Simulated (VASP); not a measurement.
# SrSiH6 (Fm-3m) in VASP: settings compared, part 2 of 2

VASP 6.6.1. The steps go on from the part before.

## 3. Single point, r2SCAN+rVV10

This run uses another cell than the first one, of 14.95 Å³/atom.

File POSCAR:

```
SrSiH6
1.0
    0.0000000000      3.9102736193      3.9102736193
    3.9102736193      0.0000000000      3.9102736193
    3.9102736193      3.9102736193      0.0000000000
Sr Si H
1 1 6
Direct
    0.5000000000      0.5000000000      0.5000000000
    0.0000000000      0.0000000000      0.0000000000
    0.7978517243      0.2021482757      0.2021482757
    0.2021482757      0.7978517243      0.7978517243
    0.2021482757      0.7978517243      0.2021482757
    0.7978517243      0.2021482757      0.7978517243
    0.2021482757      0.2021482757      0.7978517243
    0.7978517243      0.7978517243      0.2021482757
```

File INCAR.step1:

```
SYSTEM = SrSiH6
ALGO = Normal
EDIFF = 1E-4
ENCUT = 520
GGA = PE
ISMEAR = -1
LASPH = .True.
LCHARG = .False.
LREAL = .False.
LWAVE = .True.
NBANDS = 20
NELM = 100
PREC = Accurate
SIGMA = 0.03
```

File INCAR.step2:

```
SYSTEM = SrSiH6
ALGO = Normal
BPARAM = 11.95
CPARAM = 0.0093
EDIFF = 1E-6
ENCUT = 520
ISIF = 2
ISMEAR = -1
ISTART = 1
IVDW_NL = 2
LASPH = .True.
LCHARG = .True.
LELF = .True.
LMIXTAU = .True.
LREAL = .False.
LUSE_VDW = .True.
LVHAR = .True.
LWAVE = .False.
METAGGA = R2SCAN
NBANDS = 20
NELM = 100
PREC = Accurate
SIGMA = 0.03
```

File KPOINTS:

```
k-points
0
Gamma
  6 6 6
  0 0 0
```

Potentials or basis: VASP PAW PBE potentials, release 64 (Sr_sv, Si, H).

On the command line:

```
$ cat potpaw_PBE.64/Sr_sv/POTCAR potpaw_PBE.64/Si/POTCAR potpaw_PBE.64/H/POTCAR > POTCAR
$ cp INCAR.step1 INCAR
$ mpirun -np 1 vasp_std > vasp.out
$ cp INCAR.step2 INCAR
$ mpirun -np 1 vasp_std > vasp.out
```

OUTCAR:

```text
SYSTEM = SrSiH6
   BPARAM = 11.95
   EDIFF = 1E-6
   ENCUT = 520
   ISIF = 2
   ISMEAR = -1
   ISTART = 1
   IVDW_NL = 2
   LASPH = .True.
   LREAL = .False.
   METAGGA = R2SCAN
   NELM = 100
   PREC = Accurate

 ion  position               nearest neighbor table
   1  0.500  0.500  0.500-   3 2.33   4 2.33   5 2.33   6 2.33   7 2.33   8 2.33   2 3.91   2 3.91
                             2 3.91   2 3.91   2 3.91   2 3.91
   2  0.000  0.000  0.000-   3 1.58   4 1.58   5 1.58   6 1.58   7 1.58   8 1.58   1 3.91   1 3.91
                             1 3.91   1 3.91   1 3.91   1 3.91
[... 576 lines left out ...]
  Total       -0.0671086     -0.0671086     -0.0671086     -0.0000000     -0.0000000      0.0000000
  in kB       -0.8991606     -0.8991606     -0.8991606     -0.0000000     -0.0000000      0.0000000
  external PRESSURE =      -0.8991606 kB  Pullay stress =       0.0000000 kB

 VOLUME and BASIS-vectors are now :
 -----------------------------------------------------------------------------
  energy-cutoff  :      520.00
  volume of cell :      119.58
      direct lattice vectors                 reciprocal lattice vectors
     0.000000000  3.910273619  3.910273619    -0.127868290  0.127868290  0.127868290
     3.910273619  0.000000000  3.910273619     0.127868290 -0.127868290  0.127868290
     3.910273619  3.910273619  0.000000000     0.127868290  0.127868290 -0.127868290

 POSITION                                       TOTAL-FORCE (eV/Angst)
 -----------------------------------------------------------------------------------
      3.91027      3.91027      3.91027         0.000000     -0.000000     -0.000000
      0.00000      0.00000      0.00000        -0.000000      0.000000     -0.000000
      1.58091      3.91027      3.91027        -0.021764      0.000000      0.000000
      6.23964      3.91027      3.91027         0.021764      0.000000      0.000000
      3.91027      1.58091      3.91027         0.000000     -0.021764      0.000000
      3.91027      6.23964      3.91027         0.000000      0.021764      0.000000
      3.91027      3.91027      1.58091         0.000000      0.000000     -0.021764
      3.91027      3.91027      6.23964         0.000000      0.000000      0.021764
 -----------------------------------------------------------------------------------
    total drift:                               -0.000000     -0.000000     -0.000000

  FREE ENERGIE OF THE ION-ELECTRON SYSTEM (eV)
  ---------------------------------------------------
  free  energy   TOTEN  =       -45.0090850730 eV

  energy  without entropy=      -45.0090850730  energy(sigma->0) =      -45.00908507
```

OUTCAR.step1:

```text
SYSTEM = SrSiH6
   EDIFF = 1E-4
   ENCUT = 520
   GGA = PE
   ISMEAR = -1
   LASPH = .True.
[... 603 lines left out ...]
      3.91027      6.23964      3.91027         0.000000     -0.078965      0.000000
      3.91027      3.91027      1.58091         0.000000      0.000000      0.078965
      3.91027      3.91027      6.23964         0.000000      0.000000     -0.078965
 -----------------------------------------------------------------------------------
    total drift:                               -0.000000     -0.000000     -0.000000

  FREE ENERGIE OF THE ION-ELECTRON SYSTEM (eV)
  ---------------------------------------------------
  free  energy   TOTEN  =       -28.0941981188 eV

  energy  without entropy=      -28.0941981188  energy(sigma->0) =      -28.09419812
```

Run time: 6 min. Hardware: 1 thread of Oxide Virtual Turin-like, shared host; peak memory 0.53 GiB.

What came out:

```
Free energy            : -45.0091 eV
Pressure               : -0.1 GPa
Largest force          : 0.022 eV/Å
Band gap on the k mesh : 2.53 eV (least direct gap 3.29 eV)
```

Forces on the atoms (eV/Å):
```
Sr   0.000  0.000  0.000
Si   0.000  0.000  0.000
H   -0.022  0.000  0.000
H    0.022  0.000  0.000
H    0.000 -0.022  0.000
H    0.000  0.022  0.000
H    0.000  0.000 -0.022
H    0.000  0.000  0.022
```

Levels at points of the mesh, in eV from the valence-band top:
```csv
k point,band 7,band 8,band 9,band 10,band 11,band 12,band 13,band 14
"(0.00, 0.00, 0.00)",-3.18,-3.18,-0.76,-0.76,2.53,4.43,4.43,4.43
"(0.50, 0.00, 0.00)",-3.57,-3.57,-0.01,-0.01,4.20,4.94,5.72,5.72
"(0.50, 0.50, 0.00)",-3.37,-3.37,-1.12,-0.56,3.43,4.52,6.31,6.41
```

Caveat: the PAW data sets were made with another functional, which shifts forces and pressure a little. A k mesh can miss the band edges.
